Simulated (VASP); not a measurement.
# SnSe (I4/mmm) in VASP: further runs

SnSe is run at these levels: r2SCAN; tasks: single point.

Everything below comes from runs of VASP 6.6.1. Logs are shortened: lines on timing, memory, paths and dates and some standing lists are left out, and cuts for length are marked.

## Step 1: The cell of the first run

The structure is tetragonal, space group I4/mmm (No. 139). Conventional cell: a = 4.778 Å, b = 4.778 Å, c = 4.778 Å, α = 90.00°, β = 90.00°, γ = 90.00°. Within 3.2 Å of Sn (site symmetry 4/mmm) lie 2 Se at 2.39 Å. Within 3.2 Å of Se (site symmetry 4/mmm) lie 2 Sn at 2.39 Å.

## Step 2: Single point, r2SCAN

Input file POSCAR:

```
SnSe
1.0
    0.0000000000      3.3787808521      2.3887980624
    3.3787808521      0.0000000000      2.3887980624
    3.3787808521      3.3787808521      0.0000000000
Sn Se
1 1
Direct
    0.0000000000      0.0000000000      0.0000000000
    0.5000000000      0.5000000000      0.5000000000
```

Input file INCAR.step1:

```
  ALGO = Normal
  EDIFF = 1E-4
  ENCUT = 520
  GGA = PE
  ISMEAR = 0
  LASPH = True
  LCHARG = False
  LREAL = False
  LWAVE = True
  NBANDS = 17
  NELM = 100
  PREC = Accurate
  SIGMA = 0.05
```

Input file INCAR.step2:

```
  ALGO = Normal
  EDIFF = 1E-6
  ENCUT = 520
  ISIF = 2
  ISMEAR = 0
  ISTART = 1
  LASPH = True
  LCHARG = True
  LELF = True
  LMIXTAU = True
  LREAL = False
  LVHAR = True
  LWAVE = False
  METAGGA = R2SCAN
  NBANDS = 17
  NELM = 100
  PREC = Accurate
  SIGMA = 0.05
```

Input file KPOINTS:

```
k-points
0
Gamma
  12 12 12
```

Potentials or basis: VASP PAW PBE potentials, release 64 (Sn_d, Se).

Run with:

```sh
cat potpaw_PBE.64/Sn_d/POTCAR potpaw_PBE.64/Se/POTCAR > POTCAR
cp INCAR.step1 INCAR
mpirun -np 1 vasp_std > vasp.out
cp INCAR.step2 INCAR
mpirun -np 1 vasp_std > vasp.out
```

OUTCAR:

```text
EDIFF = 1E-6
   ENCUT = 520
   ISIF = 2
   ISMEAR = 0
   ISTART = 1
   LASPH = True
   LREAL = False
   METAGGA = R2SCAN
   NELM = 100
   PREC = Accurate

 ion  position               nearest neighbor table
   1  0.000  0.000  0.000-   2 2.39   2 2.39
   2  0.500  0.500  0.500-   1 2.39   1 2.39

  LATTYP: Found a body centered tetragonal cell.
 ALAT       =     4.7783177053
 C/A-ratio  =     0.9998489886

  Lattice vectors:

 A1 = (   0.0000000000,  -3.3787808521,  -2.3887980624)
 A2 = (   0.0000000000,   3.3787808521,  -2.3887980624)
 A3 = (   3.3787808521,   0.0000000000,   2.3887980624)

Analysis of symmetry for initial positions (statically):
=====================================================================
 Subroutine PRICEL returns:
 Original cell was already a primitive cell.

 Routine SETGRP: Setting up the symmetry group for a
 body centered tetragonal supercell.

 Subroutine GETGRP returns: Found 16 space group operations
 (whereof 16 operations were pure point group operations)
 out of a pool of 16 trial point group operations.

The static configuration has the point symmetry D_4h.

Analysis of symmetry for dynamics (positions and initial velocities):
=====================================================================
 Subroutine PRICEL returns:
 Original cell was already a primitive cell.

 Routine SETGRP: Setting up the symmetry group for a
 body centered tetragonal supercell.

 Subroutine GETGRP returns: Found 16 space group operations
 (whereof 16 operations were pure point group operations)
 out of a pool of 16 trial point group operations.

The dynamic configuration has the point symmetry D_4h.

 Subroutine INISYM returns: Found 16 space group operations
 (whereof 16 operations are pure point group operations),
 and found     1 'primitive' translations

----------------------------------------------------------------------------------------

                                     Primitive cell

  volume of cell :      54.5418

  direct lattice vectors                    reciprocal lattice vectors
     0.000000000  3.378780852  2.388798062    -0.147982371  0.147982371  0.209310284
     3.378780852  0.000000000  2.388798062     0.147982371 -0.147982371  0.209310284
     3.378780852  3.378780852  0.000000000     0.147982371  0.147982371 -0.209310284

  length of vectors
     4.137936228  4.137936228  4.778317705     0.295987092  0.295987092  0.295987092

  position of ions in fractional coordinates (direct lattice)
     0.000000000  0.000000000  0.000000000
     0.500000000  0.500000000  0.500000000

  ion indices of the primitive-cell ions
   primitive index   ion index
                 1           1
                 2           2

----------------------------------------------------------------------------------------

 KPOINTS: k-points

Automatic generation of k-mesh.
 Grid dimensions read from file:
 generate k-points for:   12   12   12

 Generating k-lattice:

  Cartesian coordinates                     Fractional coordinates (reciprocal lattice)
    -0.012331864  0.012331864  0.017442524     0.083333333 -0.000000000  0.000000000
     0.012331864 -0.012331864  0.017442524    -0.000000000  0.083333333  0.000000000
     0.012331864  0.012331864 -0.017442524     0.000000000  0.000000000  0.083333333

  Length of vectors
     0.024665591  0.024665591  0.024665591

  Shift w.r.t. Gamma in fractional coordinates (k-lattice)
     0.000000000  0.000000000  0.000000000

 Subroutine IBZKPT returns following result:
 ===========================================

 Found    163 irreducible k-points:

 Following reciprocal coordinates:
            Coordinates               Weight
  0.000000  0.000000  0.000000      1.000000
  0.083333  0.000000  0.000000      8.000000
  0.166667  0.000000  0.000000      8.000000
  0.250000  0.000000  0.000000      8.000000
  0.333333 -0.000000  0.000000      8.000000
  0.416667  0.000000  0.000000      8.000000
[... 16 lines left out ...]
  0.500000  0.166667  0.000000      8.000000
 -0.416667  0.166667  0.000000      8.000000
 [... further k-points ...]
   k-points           NKPTS =    163   k-points in BZ     NKDIM =    163   number of bands    NBANDS=     17
   number of dos      NEDOS =    301   number of ions     NIONS =      2
   total plane-waves  NPLWV =  36864
   dimension x,y,z NGX =    32 NGY =   32 NGZ =   36
   dimension x,y,z NGXF=    64 NGYF=   64 NGZF=   72
   ions per type =               1   1
   NGX,Y,Z   is equivalent  to a cutoff of  12.86, 12.86, 12.53 a.u.
   NGXF,Y,Z  is equivalent  to a cutoff of  25.71, 25.71, 25.05 a.u.
 SYSTEM =  unknown system
   PREC   = accura    normal or accurate (medium, high low for compatibility)
   ISTART =      1    job   : 0-new  1-cont  2-samecut
   ICHARG =      0    charge: 1-file 2-atom 10-const
   ISPIN  =      1    spin polarized calculation?
   LNONCOLLINEAR =      F non collinear calculations
   LSORBIT =      F    spin-orbit coupling
   LASPH  =      T    aspherical Exc in radial PAW
   ENCUT  =  520.0 eV  38.22 Ry    6.18 a.u.   7.69  7.69  8.88*2*pi/ulx,y,z
   NELM   =    100;   NELMIN=  2; NELMDL=  0     # of ELM steps
   EDIFF  = 0.1E-05   stopping-criterion for ELM
   LREAL  =      F    real-space projection
   EDIFFG = 0.1E-04   stopping-criterion for IOM
   NSW    =      0    number of steps for IOM
   IBRION =     -1    ionic relax: 0-MD 1-quasi-New 2-CG
   NFREE  =      0    steps in history (QN), initial steepest desc. (CG)
   ISIF   =      2    stress and relaxation
   ISYM   =      2    0-nonsym 1-usesym 2-fastsym
   POTIM  = 0.5000    time-step for ionic-motion
   TEBEG  =    0.0;   TEEND  =   0.0 temperature during run
   PSTRESS=    0.0 pullay stress
   NELECT =      20.0000    total number of electrons
   NUPDOWN=      -1.0000    fix difference up-down
   EMIN   =  10.00;   EMAX   =-10.00  energy-range for DOS
   EFERMI =   0.00;   METHOD = LEGACY
   ISMEAR =     0;   SIGMA  =   0.05  broadening in eV -4-tet -1-fermi 0-gaus
   EFERMI_NEDOS =   21; number of points for ismear=-14 and -15
   IALGO  =     38    algorithm
   IMIX   =      4    mixing-type and parameters
     AMIX     =   0.40;   BMIX     =  1.00
     AMIX_MAG =   1.60;   BMIX_MAG =  1.00
  volume/ion in A,a.u.               =      27.27       184.03
  Fermi-wavevector in a.u.,A,eV,Ry     =   1.171768  2.214321 18.681350  1.373040
  Thomas-Fermi vector in A             =   2.308207
   LORBIT       =      0    0 simple, 1 ext, 2 COOP (PROOUT), +10 PAW based schemes
   METAGGA = R2SCAN    functional components
   LHFCALC =     F    Hartree Fock is set to
   AEXX    =    0.0000 exact exchange contribution
   IVDW    =     0    specifies the selected vdW correction
   LEPSILON=     F    determine dielectric tensor
   LRPA    =     F    only Hartree local field effects (RPA)
 non-spin polarized calculation
 Gauss-broadening in eV      SIGMA  =   0.05
  energy-cutoff  :      520.00
  volume of cell :       54.54
 maximum number of plane-waves:      1508
   NGX = 15   NGY = 15   NGZ = 17

 number of electron      19.9999999 magnetization

 Free energy of the ion-electron system (eV)
  ---------------------------------------------------
  ext. energy  EPLUGINS =         0.00000000
  ---------------------------------------------------
  free energy    TOTEN  =       -37.89831430 eV

  energy without entropy =      -37.89629444  energy(sigma->0) =      -37.89730437

 E-fermi :   6.1375     XC(G=0): -10.0642

 val. band max:        6.1364551779   @ k =  -0.3333   0.1667   0.0833
 cond. band min:       6.1444617674   @ k =  -0.3333   0.3333   0.2500
 fundamental gap:      0.0080065895
 Fermi energy:         6.1374798629

 k-point     1 :       0.0000    0.0000    0.0000
  band No.  band energies     occupation
      1     -17.2042      2.00000
      2     -16.9419      2.00000
      3     -16.9419      2.00000
      4     -16.9297      2.00000
      5     -16.9145      2.00000
      6      -9.7667      2.00000
[... 9 lines left out ...]
     16      11.7001      0.00000
     17      14.0455      0.00000

 k-point     2 :       0.0833    0.0000    0.0000
  band No.  band energies     occupation
      1     -17.2011      2.00000
      2     -16.9416      2.00000
      3     -16.9415      2.00000
      4     -16.9289      2.00000
      5     -16.9148      2.00000
      6      -9.7250      2.00000
[... 9 lines left out ...]
     16      12.1345      0.00000
     17      13.5701      0.00000

 k-point     3 :       0.1667    0.0000    0.0000
  band No.  band energies     occupation
      1     -17.1926      2.00000
      2     -16.9417      2.00000
      3     -16.9408      2.00000
      4     -16.9259      2.00000
      5     -16.9155      2.00000
      6      -9.6048      2.00000
[... 9 lines left out ...]
     16      13.2644      0.00000
     17      13.2657      0.00000

 k-point     4 :       0.2500    0.0000    0.0000
  band No.  band energies     occupation
      1     -17.1810      2.00000
      2     -16.9431      2.00000
      3     -16.9398      2.00000
      4     -16.9206      2.00000
      5     -16.9164      2.00000
      6      -9.4237      2.00000
[... 9 lines left out ...]
     16      14.4557      0.00000
     17      14.7330      0.00000
[... 343 lines left out ...]
      1     -17.1685      2.00000
      2     -16.9399      2.00000
      3     -16.9350      2.00000
      4     -16.9204      2.00000
      5     -16.9106      2.00000
      6      -8.8862      2.00000
[... 9 lines left out ...]
     16      15.4721      0.00000
     17      18.8083      0.00000

 k-point    23 :       0.5000    0.1667    0.0000
  band No.  band energies     occupation
      1     -17.1829      2.00000
      2     -16.9392      2.00000
      3     -16.9336      2.00000
      4     -16.9200      2.00000
      5     -16.9089      2.00000
      6      -8.8137      2.00000
[... 9 lines left out ...]
     16      16.8423      0.00000
     17      17.5799      0.00000

 k-point    24 :      -0.4167    0.1667    0.0000
  band No.  band energies     occupation
      1     -17.1984      2.00000
      2     -16.9379      2.00000
      3     -16.9327      2.00000
      4     -16.9193      2.00000
      5     -16.9106      2.00000
      6      -8.8745      2.00000
[... 9 lines left out ...]
     16      15.8739      0.00000
     17      17.4083      0.00000

 [... further k-points ...]
[... 5 lines left out ...]
  --------------------------------------------------------------------------------------
  -------------------------------------------------------------------------------------
  Total       -0.8589876     -0.8589876     17.5652393      0.0000000     -0.0000000     -0.0000000
  in kB      -25.2329477    -25.2329477    515.9827354      0.0000000     -0.0000000     -0.0000000
  external PRESSURE =     155.1722800 kB  Pullay stress =       0.0000000 kB

 VOLUME and BASIS-vectors are now :
 -----------------------------------------------------------------------------
  energy-cutoff  :      520.00
  volume of cell :       54.54
      direct lattice vectors                 reciprocal lattice vectors
     0.000000000  3.378780852  2.388798062    -0.147982371  0.147982371  0.209310284
     3.378780852  0.000000000  2.388798062     0.147982371 -0.147982371  0.209310284
     3.378780852  3.378780852  0.000000000     0.147982371  0.147982371 -0.209310284

 POSITION                                       TOTAL-FORCE (eV/Angst)
 -----------------------------------------------------------------------------------
      0.00000      0.00000      0.00000         0.000000     -0.000000      0.000000
      3.37878      3.37878      2.38880        -0.000000      0.000000     -0.000000
 -----------------------------------------------------------------------------------
    total drift:                                0.000000     -0.000000     -0.000000

  FREE ENERGIE OF THE ION-ELECTRON SYSTEM (eV)
  ---------------------------------------------------
  free  energy   TOTEN  =       -37.8983142996 eV

  energy  without entropy=      -37.8962944366  energy(sigma->0) =      -37.89730437
```

Wall time 7 min (1 thread of Intel Xeon 6975P-C, shared host); peak memory 0.31 GiB.

What came out:

```yaml
Free_energy: -37.8983 eV
Pressure: 15.5 GPa
Band_gap_on_the_k_mesh: zero (band 10 reaches 7.80 eV, above the bottom of band 11 at 5.86 eV)
```

Caveat: the PAW data sets were made with another functional, which shifts forces and pressure a little; spin-orbit coupling is left out, which moves the levels of the heavy elements.

## Step 3: Single point, r2SCAN

This run uses another cell than the first one, of the same volume but with other edges.

Input file POSCAR:

```
SnSe
1.0
    0.0000000000      2.6817401395      3.7919805573
    2.6817401395      0.0000000000      3.7919805573
    2.6817401395      2.6817401395      0.0000000000
Sn Se
1 1
Direct
    0.0000000000      0.0000000000      0.0000000000
    0.5000000000      0.5000000000      0.5000000000
```

Input file INCAR.step1:

```
PREC = Accurate ; ENCUT = 520
ISMEAR = 0 ; SIGMA = 0.05
LREAL = False ; LASPH = True
NELM = 60 ; NBANDS = 17
GGA = PE ; ALGO = Normal
EDIFF = 1E-4 ; LWAVE = True
LCHARG = False
```

Input file INCAR.step2:

```
PREC = Accurate ; ENCUT = 520
EDIFF = 1E-6 ; ISMEAR = 0
SIGMA = 0.05 ; LREAL = False
LASPH = True ; NELM = 60
ALGO = Normal ; ISIF = 2
LWAVE = False ; LCHARG = False
METAGGA = R2SCAN ; LMIXTAU = True
NBANDS = 17 ; ISTART = 1
```

Input file KPOINTS:

```
Automatic mesh
0
Gamma
  12 12 12
```

Potentials or basis: VASP PAW PBE potentials, release 64 (Sn_d, Se).

Run with:

```sh
cat potpaw_PBE.64/Sn_d/POTCAR potpaw_PBE.64/Se/POTCAR > POTCAR
cp INCAR.step1 INCAR
mpirun -np 1 vasp_std > vasp.out
cp INCAR.step2 INCAR
mpirun -np 1 vasp_std > vasp.out
```

OUTCAR:

```text
PREC = Accurate
   ENCUT = 520
   EDIFF = 1E-6
   ISMEAR = 0
   LREAL = False
   LASPH = True
   NELM = 60
   ISIF = 2
   METAGGA = R2SCAN
   ISTART = 1

 ion  position               nearest neighbor table
   1  0.000  0.000  0.000-   2 2.68   2 2.68   2 2.68   2 2.68
   2  0.500  0.500  0.500-   1 2.68   1 2.68   1 2.68   1 2.68

  LATTYP: Found a body centered tetragonal cell.
 ALAT       =     3.7925532760
 C/A-ratio  =     1.9996979772

  Lattice vectors:

 A1 = (  -2.6817401395,   0.0000000000,   3.7919805573)
 A2 = (   2.6817401395,   0.0000000000,   3.7919805573)
 A3 = (   0.0000000000,   2.6817401395,  -3.7919805573)

Analysis of symmetry for initial positions (statically):
=====================================================================
 Subroutine PRICEL returns:
 Original cell was already a primitive cell.

 Routine SETGRP: Setting up the symmetry group for a
 body centered tetragonal supercell.

 Subroutine GETGRP returns: Found 16 space group operations
 (whereof 16 operations were pure point group operations)
 out of a pool of 16 trial point group operations.

The static configuration has the point symmetry D_4h.

[... 154 lines left out ...]
  ext. energy  EPLUGINS =         0.00000000
  ---------------------------------------------------
  free energy    TOTEN  =       -38.78538581 eV

  energy without entropy =      -38.78305744  energy(sigma->0) =      -38.78422163

 E-fermi :   5.9681     XC(G=0): -10.0202

 val. band max:        5.9523791477   @ k =  -0.2500   0.0000   0.1667
 cond. band min:       5.9937484107   @ k =   0.5000   0.1667   0.0833
 fundamental gap:      0.0413692629
 Fermi energy:         5.9680990261

 k-point     1 :       0.0000    0.0000    0.0000
  band No.  band energies     occupation
      1     -16.8542      2.00000
      2     -16.7613      2.00000
      3     -16.7597      2.00000
      4     -16.7562      2.00000
      5     -16.7562      2.00000
      6      -9.7512      2.00000
[... 457 lines left out ...]
      4     -16.7517      2.00000
      5     -16.7168      2.00000
      6      -8.7150      2.00000
[... 9 lines left out ...]
     16      16.2797      0.00000
     17      16.3416      0.00000

 [... further k-points ...]
[... 5 lines left out ...]
  --------------------------------------------------------------------------------------
  -------------------------------------------------------------------------------------
  Total        6.6237720      6.6237720     -1.2125321      0.0000000     -0.0000000      0.0000000
  in kB      194.5747475    194.5747475    -35.6183958      0.0000000     -0.0000000      0.0000000
  external PRESSURE =     117.8436997 kB  Pullay stress =       0.0000000 kB

 VOLUME and BASIS-vectors are now :
 -----------------------------------------------------------------------------
  energy-cutoff  :      520.00
  volume of cell :       54.54
      direct lattice vectors                 reciprocal lattice vectors
     0.000000000  2.681740140  3.791980557    -0.186446104  0.186446104  0.131857216
     2.681740140  0.000000000  3.791980557     0.186446104 -0.186446104  0.131857216
     2.681740140  2.681740140  0.000000000     0.186446104  0.186446104 -0.131857216

 POSITION                                       TOTAL-FORCE (eV/Angst)
 -----------------------------------------------------------------------------------
      0.00000      0.00000      0.00000        -0.000000      0.000000     -0.000000
      2.68174      2.68174      3.79198         0.000000     -0.000000      0.000000
 -----------------------------------------------------------------------------------
    total drift:                               -0.000000      0.000000      0.000000

  FREE ENERGIE OF THE ION-ELECTRON SYSTEM (eV)
  ---------------------------------------------------
  free  energy   TOTEN  =       -38.7853858110 eV

  energy  without entropy=      -38.7830574391  energy(sigma->0) =      -38.78422163
```

OSZICAR.step1:

```text
N       E                     dE             d eps       ncg     rms          rms(c)
DAV:   1     0.136544548384E+03    0.13654E+03   -0.98711E+03  5596   0.143E+03
DAV:   2     0.588219093138E+01   -0.13066E+03   -0.12667E+03  5980   0.344E+02
DAV:   3    -0.701050850499E+01   -0.12893E+02   -0.12660E+02  6815   0.955E+01
DAV:   4    -0.734589063810E+01   -0.33538E+00   -0.33504E+00  6589   0.164E+01
DAV:   5    -0.735509626777E+01   -0.92056E-02   -0.92052E-02  7754   0.267E+00    0.483E+00
DAV:   6    -0.712566295886E+01    0.22943E+00   -0.45499E-01  7948   0.415E+00    0.284E+00
DAV:   7    -0.711587001253E+01    0.97929E-02   -0.11337E-01  6340   0.176E+00    0.114E+00
DAV:   8    -0.711727029316E+01   -0.14003E-02   -0.32584E-02  7055   0.114E+00    0.283E-01
DAV:   9    -0.711480667416E+01    0.24636E-02   -0.10095E-02  7132   0.602E-01    0.547E-02
DAV:  10    -0.711486910082E+01   -0.62427E-04   -0.60996E-04  6125   0.142E-01
   1 F= -.71148691E+01 E0= -.71134384E+01  d E =-.286145E-02
```

Run time: 5.5 min. Hardware: 1 thread of Intel Xeon 6975P-C, shared host; peak memory 0.31 GiB.

What came out:

```yaml
Free_energy: -38.7854 eV
Pressure: 11.8 GPa
Band_gap_on_the_k_mesh: zero (band 10 reaches 6.52 eV, above the bottom of band 11 at 5.54 eV)
```

Caveat: the PAW data sets were made with another functional, which shifts forces and pressure a little; spin-orbit coupling is left out, which moves the levels of the heavy elements.

(Part 1 of 2 ends here.)
